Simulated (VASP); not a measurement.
# Pt (Fm-3m) in VASP: a series of runs

The runs below take Pt through single point, with PBEsol.

All numbers are computed with VASP 6.6.1; they aren't measurements. Logs are shortened: lines on timing, memory, paths and dates and some standing lists are left out, and cuts for length are marked.

### Step 1. The cell of the first run

Symmetry: Fm-3m, No. 225, cubic system. The conventional cell has a = 4.032 Å, b = 4.032 Å, c = 4.032 Å, α = 90.00°, β = 90.00°, γ = 90.00°. Pt (site symmetry m-3m) has 12 Pt at 2.85 Å within 3.8 Å.

### Step 2. Single point, PBEsol, collinear spin (16.39 Å³/atom)

INCAR

```
SYSTEM = Pt
PREC = Accurate ; ENCUT = 520
EDIFF = 1E-7 ; ISMEAR = 0
SIGMA = 0.15 ; LREAL = .FALSE.
LASPH = .TRUE. ; NELM = 150
ALGO = Fast ; ISIF = 2
LWAVE = .FALSE. ; LCHARG = .FALSE.
ISPIN = 2 ; MAGMOM = 0.15
LORBIT = 11 ; NUPDOWN = 0.15
LMAXMIX = 4 ; GGA = PS
NBANDS = 15
```

KPOINTS

```
regular mesh
0
G
  22 22 22
  0 0 0
```

POSCAR

```
Pt
1.0
    0.0000000000      2.0160787243      2.0160787243
    2.0160787243      0.0000000000      2.0160787243
    2.0160787243      2.0160787243      0.0000000000
Pt
1
Direct
    0.0000000000      0.0000000000      0.0000000000
```

Potentials or basis: VASP PAW PBE potentials, release 64 (Pt).

Launch:

```console
$ cat potpaw_PBE.64/Pt/POTCAR > POTCAR
$ mpirun -np 1 vasp_std > vasp.out
```

OUTCAR:

```text
SYSTEM = Pt
   PREC = Accurate
   ENCUT = 520
   EDIFF = 1E-7
   ISMEAR = 0
   LREAL = .FALSE.
   LASPH = .TRUE.
   NELM = 150
   ISIF = 2
   ISPIN = 2
   LORBIT = 11
   NUPDOWN = 0.15
   GGA = PS

 ion  position               nearest neighbor table
   1  0.000  0.000  0.000-

  LATTYP: Found a face centered cubic cell.
 ALAT       =     4.0321574486

  Lattice vectors:

 A1 = (   0.0000000000,   2.0160787243,   2.0160787243)
 A2 = (   2.0160787243,   0.0000000000,   2.0160787243)
 A3 = (   2.0160787243,   2.0160787243,   0.0000000000)

Analysis of symmetry for initial positions (statically):
=====================================================================
 Subroutine PRICEL returns:
 Original cell was already a primitive cell.

 Routine SETGRP: Setting up the symmetry group for a
 face centered cubic supercell.

 Subroutine GETGRP returns: Found 48 space group operations
 (whereof 48 operations were pure point group operations)
 out of a pool of 48 trial point group operations.

The static configuration has the point symmetry O_h .

Analysis of symmetry for dynamics (positions and initial velocities):
=====================================================================
 Subroutine PRICEL returns:
 Original cell was already a primitive cell.

 Routine SETGRP: Setting up the symmetry group for a
 face centered cubic supercell.

 Subroutine GETGRP returns: Found 48 space group operations
 (whereof 48 operations were pure point group operations)
 out of a pool of 48 trial point group operations.

The dynamic configuration has the point symmetry O_h .

Analysis of structural, dynamic, and magnetic symmetry:
=====================================================================
 Subroutine PRICEL returns:
 Original cell was already a primitive cell.

 Routine SETGRP: Setting up the symmetry group for a
 face centered cubic supercell.

 Subroutine GETGRP returns: Found 48 space group operations
 (whereof 48 operations were pure point group operations)
 out of a pool of 48 trial point group operations.

The overall configuration has the point symmetry O_h .

 Subroutine INISYM returns: Found 48 space group operations
 (whereof 48 operations are pure point group operations),
 and found     1 'primitive' translations

----------------------------------------------------------------------------------------

                                     Primitive cell

  volume of cell :      16.3890

[... 127 lines left out ...]

 number of electron       9.9999999 magnetization       0.1500000

 Free energy of the ion-electron system (eV)
  ---------------------------------------------------
  ext. energy  EPLUGINS =         0.00000000
  ---------------------------------------------------
  free energy    TOTEN  =        -6.88161831 eV

  energy without entropy =       -6.85915306  energy(sigma->0) =       -6.87038568

 E-fermi :   9.5448     XC(G=0): -13.1397

 val. band max:        9.5758382626   @ k =   0.5000   0.2727   0.0455
 cond. band min:       9.5454454771   @ k =  -0.1818   0.1818   0.0000
 fundamental gap:     -0.0303927855
 Fermi energy:         9.5822374159

 spin component 1

 k-point     1 :       0.0000    0.0000    0.0000
  band No.  band energies     occupation
      1       0.1649      1.00000
      2       6.1921      1.00000
      3       6.1921      1.00000
      4       6.1921      1.00000
      5       8.0958      1.00000
      6       8.0958      1.00000
      7      24.3702      0.00000
      8      28.8610      0.00000
      9      28.8610      0.00000
     10      28.8610      0.00000
     11      33.8754      0.00000
     12      39.8896      0.00000
     13      39.8896      0.00000
     14      39.8896      0.00000
[... 403 lines left out ...]
      4       8.5921      1.00000
      5       9.4519      0.89049
      6      10.1722      0.00000
      7      14.9497      0.00000
      8      24.0343      0.00000
      9      27.5757      0.00000
     10      28.0221      0.00000
     11      36.2445      0.00000
     12      36.4994      0.00000
     13      37.7742      0.00000
     14      42.1482      0.00000
     15      42.3256      0.00000

 [... further k-points ...]

 spin component 2

 k-point     1 :       0.0000    0.0000    0.0000
  band No.  band energies     occupation
      1       0.1882      1.00000
      2       6.2934      1.00000
      3       6.2934      1.00000
      4       6.2934      1.00000
      5       8.1887      1.00000
      6       8.1887      1.00000
      7      24.3859      0.00000
      8      28.8760      0.00000
      9      28.8760      0.00000
     10      28.8760      0.00000
     11      33.8719      0.00000
     12      39.9217      0.00000
     13      39.9217      0.00000
     14      39.9217      0.00000
[... 403 lines left out ...]
      4       8.6429      1.00000
      5       9.5615      0.43752
      6      10.2454      0.00000
      7      15.0298      0.00000
      8      24.0439      0.00000
      9      27.6084      0.00000
     10      28.0548      0.00000
     11      36.2674      0.00000
     12      36.5226      0.00000
     13      37.8017      0.00000
     14      42.2610      0.00000
     15      42.4497      0.00000

 [... further k-points ...]

------------------------ aborting loop because EDIFF is reached ----------------------------------------

  FORCE on cell =-STRESS in cart. coord.  units (eV):
  Direction    XX          YY          ZZ          XY          YZ          ZX
  --------------------------------------------------------------------------------------
  -------------------------------------------------------------------------------------
  Total       -2.0256132     -2.0256132     -2.0256132     -0.0000000      0.0000000      0.0000000
  in kB     -198.0225488   -198.0225488   -198.0225488     -0.0000000      0.0000000      0.0000000
  external PRESSURE =    -198.0225488 kB  Pullay stress =       0.0000000 kB

 VOLUME and BASIS-vectors are now :
 -----------------------------------------------------------------------------
  energy-cutoff  :      520.00
  volume of cell :       16.39
      direct lattice vectors                 reciprocal lattice vectors
     0.000000000  2.016078724  2.016078724    -0.248006188  0.248006188  0.248006188
     2.016078724  0.000000000  2.016078724     0.248006188 -0.248006188  0.248006188
     2.016078724  2.016078724  0.000000000     0.248006188  0.248006188 -0.248006188

 POSITION                                       TOTAL-FORCE (eV/Angst)
 -----------------------------------------------------------------------------------
      0.00000      0.00000      0.00000        -0.000000     -0.000000      0.000000
 -----------------------------------------------------------------------------------
    total drift:                                0.000000      0.000000     -0.000000

  FREE ENERGIE OF THE ION-ELECTRON SYSTEM (eV)
  ---------------------------------------------------
  free  energy   TOTEN  =        -6.8816183126 eV

  energy  without entropy=       -6.8591530565  energy(sigma->0) =       -6.87038568

 total charge

# of ion       s       p       d       tot
------------------------------------------
    1        0.591   0.515   7.975   9.081

 magnetization (x)

# of ion       s       p       d       tot
------------------------------------------
    1       -0.000  -0.002   0.152   0.150
```

OSZICAR:

```text
N       E                     dE             d eps       ncg     rms          rms(c)
DAV:   1     0.417548784784E+02    0.41755E+02   -0.47038E+03 19848   0.580E+02
DAV:   2    -0.659402295019E+01   -0.48349E+02   -0.46093E+02 25931   0.152E+02
DAV:   3    -0.734415892077E+01   -0.75014E+00   -0.74678E+00 26155   0.171E+01
DAV:   4    -0.734690087290E+01   -0.27420E-02   -0.27417E-02 24461   0.120E+00
DAV:   5    -0.734692027549E+01   -0.19403E-04   -0.19404E-04 26123   0.878E-02    0.105E+01
RMM:   6    -0.691911925504E+01    0.42780E+00   -0.30979E-01 21905   0.358E+00    0.531E+00
RMM:   7    -0.688510024067E+01    0.34019E-01   -0.43073E-02 23314   0.146E+00    0.244E+00
RMM:   8    -0.688161581822E+01    0.34844E-02   -0.41815E-03 24568   0.445E-01    0.763E-01
RMM:   9    -0.688164683837E+01   -0.31020E-04   -0.41693E-04 26377   0.124E-01    0.190E-01
RMM:  10    -0.688161644403E+01    0.30394E-04   -0.62173E-05 26173   0.475E-02    0.365E-02
RMM:  11    -0.688161759767E+01   -0.11536E-05   -0.94241E-06 26395   0.170E-02    0.200E-02
RMM:  12    -0.688161827957E+01   -0.68190E-06   -0.22502E-06 26314   0.903E-03    0.299E-03
RMM:  13    -0.688161831260E+01   -0.33035E-07   -0.48178E-07 25855   0.349E-03
   1 F= -.68816183E+01 E0= -.68703857E+01  d E =-.224653E-01  mag=     0.1500
```

stdout:

```text
POSCAR found type information on POSCAR Pt
 POSCAR found :  1 types and       1 ions
 scaLAPACK will be used
 -----------------------------------------------------------------------------
|                                                                             |
|                                                                             |
|     You enforced a specific xc type in the INCAR file but a different       |
|     I HOPE YOU KNOW WHAT YOU ARE DOING!                                     |
|                                                                             |
 -----------------------------------------------------------------------------

 LDA part: xc-table for (Slater+PW92), standard interpolation
 POSCAR, INCAR and KPOINTS ok, starting setup
 FFT: planning ... GRIDC
 FFT: planning ... GRID_SOFT
 FFT: planning ... GRID
 WAVECAR not read
 entering main loop
```

Wall time 4 min (1 thread of Intel Xeon 8259CL, shared host); peak memory 0.25 GiB.

Results:

```
Free energy                                           : -6.8816 eV
Pressure                                              : -19.8 GPa
Net moment                                            : 0.15 μB per cell
Site moments                                          : Pt +0.15 μB
Valence electrons inside the program's atomic spheres : Pt 9.08
```

Caveat: the cell stands under tension; the PAW data sets were made with another functional, which shifts forces and pressure a little; spin-orbit coupling is left out, which moves the levels of the heavy elements; the total moment is fixed, so each spin has its own Fermi level.

### Step 3. Single point, PBEsol, collinear spin (16.39 Å³/atom)

INCAR

```
  PREC = Accurate
  ENCUT = 520
  EDIFF = 1E-6
  ISMEAR = 0
  SIGMA = 0.15
  LREAL = F
  LASPH = T
  NELM = 150
  ALGO = Fast
  ISIF = 2
  LWAVE = F
  LCHARG = F
  ISPIN = 2
  MAGMOM = 0.45
  LORBIT = 11
  NUPDOWN = 0.45
  LMAXMIX = 4
  GGA = PS
  NBANDS = 15
```

KPOINTS

```
Automatic mesh
0
Gamma
  22 22 22
```

POSCAR is that of step 2.

Potentials or basis: VASP PAW PBE potentials, release 64 (Pt).

Launch:

```console
$ cat potpaw_PBE.64/Pt/POTCAR > POTCAR
$ mpirun -np 1 vasp_std > vasp.out
```

It took 2.7 min on 1 thread of Intel Xeon 8259CL, shared host; peak memory 0.24 GiB.

It converged, with:

| Quantity | Value |
| --- | --- |
| Free energy | -6.8675 eV |
| Pressure | -19.1 GPa |
| Net moment | 0.45 μB per cell |
| Site moments | Pt +0.45 μB |
| Valence electrons inside the program's atomic spheres | Pt 9.08 |

Caveat: the cell stands under tension; the PAW data sets were made with another functional, which shifts forces and pressure a little; spin-orbit coupling is left out, which moves the levels of the heavy elements; the total moment is fixed, so each spin has its own Fermi level.

### Step 4. Single point, PBEsol, collinear spin (16.39 Å³/atom)

INCAR

```
  PREC = Accurate
  ENCUT = 520
  EDIFF = 1E-6
  ISMEAR = 0
  SIGMA = 0.15
  LREAL = False
  LASPH = True
  NELM = 150
  ALGO = Fast
  ISIF = 2
  LWAVE = False
  LCHARG = False
  ISPIN = 2
  MAGMOM = 0.05
  LORBIT = 11
  NUPDOWN = 0.05
  LMAXMIX = 4
  GGA = PS
  NBANDS = 15
```

KPOINTS is that of step 3.

POSCAR is that of step 3.

Potentials or basis: VASP PAW PBE potentials, release 64 (Pt).

Launch:

```console
$ cat potpaw_PBE.64/Pt/POTCAR > POTCAR
$ mpirun -np 1 vasp_std > vasp.out
```

OUTCAR:

```text
PREC = Accurate
   ENCUT = 520
   EDIFF = 1E-6
   ISMEAR = 0
   LREAL = False
   LASPH = True
   NELM = 150
   ISIF = 2
   ISPIN = 2
   LORBIT = 11
   NUPDOWN = 0.05
   GGA = PS

 ion  position               nearest neighbor table
   1  0.000  0.000  0.000-

  LATTYP: Found a face centered cubic cell.
 ALAT       =     4.0321574486

  Lattice vectors:

 A1 = (   0.0000000000,   2.0160787243,   2.0160787243)
 A2 = (   2.0160787243,   0.0000000000,   2.0160787243)
[... 1076 lines left out ...]
  -------------------------------------------------------------------------------------
  Total       -2.0327265     -2.0327265     -2.0327265      0.0000000     -0.0000000      0.0000000
  in kB     -198.7179394   -198.7179394   -198.7179394      0.0000000     -0.0000000      0.0000000
  external PRESSURE =    -198.7179394 kB  Pullay stress =       0.0000000 kB

 VOLUME and BASIS-vectors are now :
 -----------------------------------------------------------------------------
  energy-cutoff  :      520.00
  volume of cell :       16.39
      direct lattice vectors                 reciprocal lattice vectors
     0.000000000  2.016078724  2.016078724    -0.248006188  0.248006188  0.248006188
     2.016078724  0.000000000  2.016078724     0.248006188 -0.248006188  0.248006188
     2.016078724  2.016078724  0.000000000     0.248006188  0.248006188 -0.248006188

 POSITION                                       TOTAL-FORCE (eV/Angst)
 -----------------------------------------------------------------------------------
      0.00000      0.00000      0.00000         0.000000      0.000000      0.000000
 -----------------------------------------------------------------------------------
    total drift:                               -0.000000      0.000000     -0.000000

  FREE ENERGIE OF THE ION-ELECTRON SYSTEM (eV)
  ---------------------------------------------------
  free  energy   TOTEN  =        -6.8828304827 eV

  energy  without entropy=       -6.8596734635  energy(sigma->0) =       -6.87125197

 total charge

# of ion       s       p       d       tot
------------------------------------------
    1        0.591   0.515   7.975   9.081

 magnetization (x)

# of ion       s       p       d       tot
------------------------------------------
    1       -0.000  -0.001   0.051   0.050
```

OSZICAR:

```text
N       E                     dE             d eps       ncg     rms          rms(c)
DAV:   1     0.417443893181E+02    0.41744E+02   -0.47039E+03 19848   0.580E+02
DAV:   2    -0.659670667505E+01   -0.48341E+02   -0.46098E+02 25931   0.152E+02
DAV:   3    -0.734656189093E+01   -0.74986E+00   -0.74648E+00 26134   0.171E+01
DAV:   4    -0.734930091822E+01   -0.27390E-02   -0.27388E-02 24454   0.120E+00
DAV:   5    -0.734932029696E+01   -0.19379E-04   -0.19379E-04 26109   0.877E-02    0.105E+01
RMM:   6    -0.692039687198E+01    0.42892E+00   -0.30939E-01 21909   0.357E+00    0.530E+00
RMM:   7    -0.688631762831E+01    0.34079E-01   -0.43209E-02 23321   0.147E+00    0.241E+00
RMM:   8    -0.688310381537E+01    0.32138E-02   -0.49790E-03 24407   0.473E-01    0.650E-01
RMM:   9    -0.688285040941E+01    0.25341E-03   -0.54348E-04 26461   0.148E-01    0.175E-01
RMM:  10    -0.688282906347E+01    0.21346E-04   -0.12067E-04 25749   0.645E-02    0.495E-02
RMM:  11    -0.688282996015E+01   -0.89668E-06   -0.11407E-05 25910   0.203E-02    0.663E-03
RMM:  12    -0.688283048271E+01   -0.52256E-06   -0.22557E-06 24880   0.801E-03
   1 F= -.68828305E+01 E0= -.68712520E+01  d E =-.231570E-01  mag=     0.0500
```

stdout:

```text
POSCAR found type information on POSCAR Pt
 POSCAR found :  1 types and       1 ions
 scaLAPACK will be used
 -----------------------------------------------------------------------------
|                                                                             |
|                                                                             |
|     You enforced a specific xc type in the INCAR file but a different       |
|     I HOPE YOU KNOW WHAT YOU ARE DOING!                                     |
|                                                                             |
 -----------------------------------------------------------------------------

 LDA part: xc-table for (Slater+PW92), standard interpolation
 POSCAR, INCAR and KPOINTS ok, starting setup
 FFT: planning ... GRIDC
 FFT: planning ... GRID_SOFT
 FFT: planning ... GRID
 WAVECAR not read
 entering main loop
```

Run time: 2.8 min. Hardware: 1 thread of Intel Xeon 8259CL, shared host; peak memory 0.25 GiB.

What came out:

| Item | Value |
| --- | --- |
| Free energy | -6.8828 eV |
| Pressure | -19.9 GPa |
| Net moment | 0.05 μB per cell |
| Site moments | Pt +0.05 μB |
| Valence electrons inside the program's atomic spheres | Pt 9.08 |

Caveat: the cell stands under tension; the PAW data sets were made with another functional, which shifts forces and pressure a little; spin-orbit coupling is left out, which moves the levels of the heavy elements; the total moment is fixed, so each spin has its own Fermi level.

### Step 5. Overview

| fixed moment (μB) | further INCAR settings | pressure (GPa) | moment (μB) |
| --- | --- | --- | --- |
| 0.15 | ALGO = Fast; EDIFF = 1e-07; NBANDS = 15 | -19.8 | 0.15 |
| 0.45 | ALGO = Fast; EDIFF = 1e-06; NBANDS = 15 | -19.1 | 0.45 |
| 0.05 | ALGO = Fast; EDIFF = 1e-06; NBANDS = 15 | -19.9 | 0.05 |

Alike in all rows: task single point; level PBEsol; potentials or basis VASP PAW PBE potentials, release 64 (Pt); spin collinear; cell as given; k mesh 22 × 22 × 22; cutoff (eV) 520; smearing gaussian 0.15 eV.

Caveats: the cell stands under tension; the PAW data sets were made with another functional, which shifts forces and pressure a little; spin-orbit coupling is left out, which moves the levels of the heavy elements; the total moment is fixed, so each spin has its own Fermi level.

Total energies depend on the potentials used, so only differences within one code and one set of settings carry meaning.
